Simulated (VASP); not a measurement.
# YLu2F3 (P-4m2) in VASP: a series of runs

YLu2F3 is run at these levels: PBE; tasks: single point.

Program: VASP 6.6.1. These are calculated values, not measurements. Logs are shortened: lines on timing, memory, paths and dates and some standing lists are left out, and cuts for length are marked.

## (1) The cell of the first run

The structure is tetragonal, space group P-4m2 (No. 115). The conventional cell has a = 3.515 Å, b = 3.515 Å, c = 9.539 Å, α = 90.00°, β = 90.00°, γ = 90.00°. Within 3.3 Å of Y (site symmetry -4m2) lie 4 F at 2.49 Å. Lu (site symmetry 2mm) has 4 F at 2.37 Å within 3.1 Å. F (site symmetry -4m2) has 4 Lu at 2.37 Å and 4 F at 2.49 Å within 3.1 Å. F (site symmetry -4m2) has 4 Lu at 2.37 Å and 4 F at 2.49 Å within 3.1 Å. F (site symmetry -4m2) has 4 Y at 2.49 Å within 3.3 Å.

## (2) Single point, PBE

INCAR

```
SYSTEM = YLu2F3
ALGO = Normal
EDIFF = 1E-6
ENCUT = 520
GGA = PE
ISIF = 2
ISMEAR = 0
LASPH = .True.
LCHARG = .True.
LELF = .True.
LREAL = .False.
LVHAR = .True.
LWAVE = .False.
NBANDS = 50
NELM = 80
PREC = Accurate
SIGMA = 0.1
```

KPOINTS

```
k-points
0
Gamma
  4 4 4
  0 0 0
```

POSCAR

```
YLu2F3
1.0
    3.5153456256      0.0000000000      0.0000000000
    0.0000000000      3.5153456256      0.0000000000
    0.0000000000      0.0000000000      9.5394869712
Y Lu F
1 2 3
Direct
    0.0000000000      0.0000000000      0.5000000000
    0.0000000000      0.5000000000      0.1673916691
    0.5000000000      0.0000000000      0.8326083309
    0.5000000000      0.5000000000      0.0000000000
    0.0000000000      0.0000000000      0.0000000000
    0.5000000000      0.5000000000      0.5000000000
```

Potentials or basis: VASP PAW PBE potentials, release 64 (Y_sv, Lu, F).

Command:

```console
cat potpaw_PBE.64/Y_sv/POTCAR potpaw_PBE.64/Lu/POTCAR potpaw_PBE.64/F/POTCAR > POTCAR
mpirun -np 1 vasp_std > vasp.out
```

OUTCAR:

```text
SYSTEM = YLu2F3
   EDIFF = 1E-6
   ENCUT = 520
   GGA = PE
   ISIF = 2
   ISMEAR = 0
   LASPH = .True.
   LREAL = .False.
   NELM = 80
   PREC = Accurate

 ion  position               nearest neighbor table
   1  0.000  0.000  0.500-   6 2.49   6 2.49   6 2.49   6 2.49   3 3.63   3 3.63   2 3.63   2 3.63

   2  0.000  0.500  0.167-   4 2.37   5 2.37   5 2.37   4 2.37   1 3.63   1 3.63
   3  0.500  0.000  0.833-   4 2.37   5 2.37   4 2.37   5 2.37   1 3.63   1 3.63
   4  0.500  0.500  0.000-   2 2.37   3 2.37   3 2.37   2 2.37
   5  0.000  0.000  0.000-   2 2.37   3 2.37   2 2.37   3 2.37
   6  0.500  0.500  0.500-   1 2.49   1 2.49   1 2.49   1 2.49

  LATTYP: Found a simple tetragonal cell.
 ALAT       =     3.5153456256
 C/A-ratio  =     2.7136697176

  Lattice vectors:

 A1 = (   3.5153456256,   0.0000000000,   0.0000000000)
 A2 = (   0.0000000000,   3.5153456256,   0.0000000000)
 A3 = (   0.0000000000,   0.0000000000,   9.5394869712)

Analysis of symmetry for initial positions (statically):
=====================================================================
 Subroutine PRICEL returns:
 Original cell was already a primitive cell.

 Routine SETGRP: Setting up the symmetry group for a
 simple tetragonal supercell.

 Subroutine GETGRP returns: Found  8 space group operations
 (whereof  8 operations were pure point group operations)
 out of a pool of 16 trial point group operations.

The static configuration has the point symmetry D_2d.

Analysis of symmetry for dynamics (positions and initial velocities):
=====================================================================
 Subroutine PRICEL returns:
 Original cell was already a primitive cell.

 Routine SETGRP: Setting up the symmetry group for a
 simple tetragonal supercell.

 Subroutine GETGRP returns: Found  8 space group operations
 (whereof  8 operations were pure point group operations)
 out of a pool of 16 trial point group operations.

The dynamic configuration has the point symmetry D_2d.

 Subroutine INISYM returns: Found  8 space group operations
 (whereof  8 operations are pure point group operations),
 and found     1 'primitive' translations

----------------------------------------------------------------------------------------

                                     Primitive cell

  volume of cell :     117.8857

  direct lattice vectors                    reciprocal lattice vectors
     3.515345626  0.000000000  0.000000000     0.284467050  0.000000000  0.000000000
     0.000000000  3.515345626  0.000000000     0.000000000  0.284467050  0.000000000
     0.000000000  0.000000000  9.539486971     0.000000000  0.000000000  0.104827440

  length of vectors
     3.515345626  3.515345626  9.539486971     0.284467050  0.284467050  0.104827440

  position of ions in fractional coordinates (direct lattice)
     0.000000000  0.000000000  0.500000000
     0.000000000  0.500000000  0.167391669
     0.500000000  0.000000000  0.832608331
     0.500000000  0.500000000  0.000000000
     0.000000000  0.000000000  0.000000000
     0.500000000  0.500000000  0.500000000

  ion indices of the primitive-cell ions
   primitive index   ion index
                 1           1
                 2           2
                 3           3
                 4           4
                 5           5
                 6           6

----------------------------------------------------------------------------------------

 KPOINTS: k-points

Automatic generation of k-mesh.
 Grid dimensions read from file:
 generate k-points for:    4    4    4

 Generating k-lattice:

  Cartesian coordinates                     Fractional coordinates (reciprocal lattice)
     0.071116763  0.000000000  0.000000000     0.250000000  0.000000000  0.000000000
     0.000000000  0.071116763  0.000000000     0.000000000  0.250000000  0.000000000
     0.000000000  0.000000000  0.026206860     0.000000000  0.000000000  0.250000000

  Length of vectors
     0.071116763  0.071116763  0.026206860

  Shift w.r.t. Gamma in fractional coordinates (k-lattice)
     0.000000000  0.000000000  0.000000000

 Subroutine IBZKPT returns following result:
 ===========================================

 Found     18 irreducible k-points:

 Following reciprocal coordinates:
            Coordinates               Weight
  0.000000  0.000000  0.000000      1.000000
  0.250000  0.000000  0.000000      4.000000
  0.500000  0.000000  0.000000      2.000000
  0.250000  0.250000  0.000000      4.000000
  0.500000  0.250000  0.000000      4.000000
  0.500000  0.500000  0.000000      1.000000
[... 10 lines left out ...]
  0.500000  0.250000  0.500000      4.000000
  0.500000  0.500000  0.500000      1.000000
   k-points           NKPTS =     18   k-points in BZ     NKDIM =     18   number of bands    NBANDS=     50
   number of dos      NEDOS =    301   number of ions     NIONS =      6
   total plane-waves  NPLWV =  56448
   dimension x,y,z NGX =    28 NGY =   28 NGZ =   72
   dimension x,y,z NGXF=    56 NGYF=   56 NGZF=  144
   ions per type =               1   2   3
   NGX,Y,Z   is equivalent  to a cutoff of  13.24, 13.24, 12.55 a.u.
   NGXF,Y,Z  is equivalent  to a cutoff of  26.48, 26.48, 25.10 a.u.
 SYSTEM =  YLu2F3
   PREC   = accura    normal or accurate (medium, high low for compatibility)
   ISTART =      0    job   : 0-new  1-cont  2-samecut
   ICHARG =      2    charge: 1-file 2-atom 10-const
   ISPIN  =      1    spin polarized calculation?
   LNONCOLLINEAR =      F non collinear calculations
   LSORBIT =      F    spin-orbit coupling
   LASPH  =      T    aspherical Exc in radial PAW
   ENCUT  =  520.0 eV  38.22 Ry    6.18 a.u.   6.54  6.54 17.74*2*pi/ulx,y,z
   NELM   =     80;   NELMIN=  2; NELMDL= -5     # of ELM steps
   EDIFF  = 0.1E-05   stopping-criterion for ELM
   LREAL  =      F    real-space projection
   EDIFFG = 0.1E-04   stopping-criterion for IOM
   NSW    =      0    number of steps for IOM
   IBRION =     -1    ionic relax: 0-MD 1-quasi-New 2-CG
   NFREE  =      0    steps in history (QN), initial steepest desc. (CG)
   ISIF   =      2    stress and relaxation
   ISYM   =      2    0-nonsym 1-usesym 2-fastsym
   POTIM  = 0.5000    time-step for ionic-motion
   TEBEG  =    0.0;   TEEND  =   0.0 temperature during run
   PSTRESS=    0.0 pullay stress
   NELECT =      82.0000    total number of electrons
   NUPDOWN=      -1.0000    fix difference up-down
   EMIN   =  10.00;   EMAX   =-10.00  energy-range for DOS
   EFERMI =   0.00;   METHOD = LEGACY
   ISMEAR =     0;   SIGMA  =   0.10  broadening in eV -4-tet -1-fermi 0-gaus
   EFERMI_NEDOS =   21; number of points for ismear=-14 and -15
   IALGO  =     38    algorithm
   IMIX   =      4    mixing-type and parameters
     AMIX     =   0.40;   BMIX     =  1.00
     AMIX_MAG =   1.60;   BMIX_MAG =  1.00
  volume/ion in A,a.u.               =      19.65       132.59
  Fermi-wavevector in a.u.,A,eV,Ry     =   1.450527  2.741098 28.627038  2.104028
  Thomas-Fermi vector in A             =   2.568129
   LORBIT       =      0    0 simple, 1 ext, 2 COOP (PROOUT), +10 PAW based schemes
   GGA     = PE    functional components
   LHFCALC =     F    Hartree Fock is set to
   AEXX    =    0.0000 exact exchange contribution
   IVDW    =     0    specifies the selected vdW correction
   LEPSILON=     F    determine dielectric tensor
   LRPA    =     F    only Hartree local field effects (RPA)
 non-spin polarized calculation
 Gauss-broadening in eV      SIGMA  =   0.10
  energy-cutoff  :      520.00
  volume of cell :      117.89
 maximum number of plane-waves:      3211
 NGX is ok and might be reduce to    28
   NGX = 13   NGY = 13   NGZ = 35

 number of electron      81.9999989 magnetization

 Free energy of the ion-electron system (eV)
  ---------------------------------------------------
  ext. energy  EPLUGINS =         0.00000000
  ---------------------------------------------------
  free energy    TOTEN  =       -33.92844711 eV

  energy without entropy =      -33.90146871  energy(sigma->0) =      -33.91495791

 E-fermi :   3.5460     XC(G=0): -10.1511

 val. band max:        3.5302432320   @ k =   0.2500   0.0000   0.5000
 cond. band min:       3.5692208855   @ k =   0.5000   0.2500   0.2500
 fundamental gap:      0.0389776535
 Fermi energy:         3.5460220631

 k-point     1 :       0.0000    0.0000    0.0000
  band No.  band energies     occupation
      1     -54.1482      2.00000
      2     -54.1449      2.00000
      3     -40.1715      2.00000
      4     -25.5418      2.00000
      5     -24.7960      2.00000
      6     -24.7407      2.00000
[... 42 lines left out ...]
     49       6.8970      0.00000
     50       6.8997      0.00000

 k-point     2 :       0.2500    0.0000    0.0000
  band No.  band energies     occupation
      1     -54.1437      2.00000
      2     -54.1414      2.00000
      3     -40.1550      2.00000
      4     -25.4485      2.00000
      5     -24.9474      2.00000
      6     -24.8027      2.00000
[... 42 lines left out ...]
     49       6.5916      0.00000
     50       6.6452      0.00000

 k-point     3 :       0.5000    0.0000    0.0000
  band No.  band energies     occupation
      1     -54.1386      2.00000
      2     -54.1385      2.00000
      3     -40.1383      2.00000
      4     -25.2913      2.00000
      5     -25.2289      2.00000
      6     -24.8458      2.00000
[... 42 lines left out ...]
     49       7.0255      0.00000
     50       7.1295      0.00000

 k-point     4 :       0.2500    0.2500    0.0000
  band No.  band energies     occupation
      1     -54.1394      2.00000
      2     -54.1378      2.00000
      3     -40.1395      2.00000
      4     -25.3810      2.00000
      5     -25.0126      2.00000
      6     -24.8409      2.00000
[... 681 lines left out ...]
 k-point    17 :       0.5000    0.2500    0.5000
  band No.  band energies     occupation
      1     -54.1347      2.00000
      2     -54.1346      2.00000
      3     -40.1239      2.00000
      4     -25.2891      2.00000
      5     -25.2154      2.00000
      6     -24.8674      2.00000
[... 42 lines left out ...]
     49       6.5782      0.00000
     50       7.1324      0.00000

 k-point    18 :       0.5000    0.5000    0.5000
  band No.  band energies     occupation
      1     -54.1307      2.00000
      2     -54.1307      2.00000
      3     -40.1094      2.00000
      4     -25.3245      2.00000
      5     -25.2396      2.00000
      6     -24.9336      2.00000
[... 42 lines left out ...]
     49       6.9987      0.00000
     50       8.2520      0.00000

------------------------ aborting loop because EDIFF is reached ----------------------------------------

  FORCE on cell =-STRESS in cart. coord.  units (eV):
  Direction    XX          YY          ZZ          XY          YZ          ZX
  --------------------------------------------------------------------------------------
  -------------------------------------------------------------------------------------
  Total        0.0270641      0.0270641      0.2377745      0.0000000      0.0000000      0.0000000
  in kB        0.3678272      0.3678272      3.2315795      0.0000000      0.0000000      0.0000000
  external PRESSURE =       1.3224113 kB  Pullay stress =       0.0000000 kB

 VOLUME and BASIS-vectors are now :
 -----------------------------------------------------------------------------
  energy-cutoff  :      520.00
  volume of cell :      117.89
      direct lattice vectors                 reciprocal lattice vectors
     3.515345626  0.000000000  0.000000000     0.284467050  0.000000000  0.000000000
     0.000000000  3.515345626  0.000000000     0.000000000  0.284467050  0.000000000
     0.000000000  0.000000000  9.539486971     0.000000000  0.000000000  0.104827440

 POSITION                                       TOTAL-FORCE (eV/Angst)
 -----------------------------------------------------------------------------------
      0.00000      0.00000      4.76974         0.000000     -0.000000      0.000000
      0.00000      1.75767      1.59683         0.000000     -0.000000      0.078823
      1.75767      0.00000      7.94266        -0.000000     -0.000000     -0.078823
      1.75767      1.75767      0.00000         0.000000     -0.000000      0.000000
      0.00000      0.00000      0.00000         0.000000     -0.000000      0.000000
      1.75767      1.75767      4.76974        -0.000000      0.000000      0.000000
 -----------------------------------------------------------------------------------
    total drift:                                0.000000      0.000000      0.000000

  FREE ENERGIE OF THE ION-ELECTRON SYSTEM (eV)
  ---------------------------------------------------
  free  energy   TOTEN  =       -33.9284471124 eV

  energy  without entropy=      -33.9014687080  energy(sigma->0) =      -33.91495791
```

Run time: 2.2 min. Hardware: 1 thread of AMD EPYC 7R43 (Zen 3), shared host; peak memory 0.24 GiB.

What came out:

* Free energy: -33.9284 eV
* Pressure: 0.1 GPa
* Largest force: 0.079 eV/Å
* Band gap on the k mesh: zero (band 41 reaches 3.76 eV, above the bottom of band 42 at 2.82 eV)

Forces in eV/Å, atoms in the order of the input:
```
Y    0.000  0.000  0.000
Lu   0.000  0.000  0.079
Lu   0.000  0.000 -0.079
F    0.000  0.000  0.000
F    0.000  0.000  0.000
F    0.000  0.000  0.000
```

Stress tensor (GPa, compression positive):
```
0.04 0.00 0.00
0.00 0.04 0.00
0.00 0.00 0.32
```

Levels at points of the mesh, in eV from the Fermi level:
```csv
k point,band 38,band 39,band 40,band 41,band 42,band 43,band 44,band 45
"(0.00, 0.00, 0.00)",-6.06,-3.89,-1.99,-0.98,-0.73,0.23,0.76,1.54
"(0.50, 0.00, 0.00)",-6.13,-1.36,-0.55,-0.44,-0.41,0.69,0.99,2.02
"(0.50, 0.50, 0.00)",-5.94,-0.96,-0.96,-0.12,0.30,0.30,1.01,1.31
"(0.00, 0.00, 0.50)",-6.06,-3.17,-3.12,-0.97,-0.39,0.34,1.03,1.04
"(0.50, 0.00, 0.50)",-6.12,-1.36,-0.57,-0.45,-0.39,0.72,0.95,2.05
"(0.50, 0.50, 0.50)",-5.94,-0.83,-0.83,-0.07,0.09,0.09,1.10,1.18
```

Caveat: the k points lie up to 0.45 Å⁻¹ apart; spin-orbit coupling is left out, which moves the levels of the heavy elements.

(Continued in part 2 of 2.)
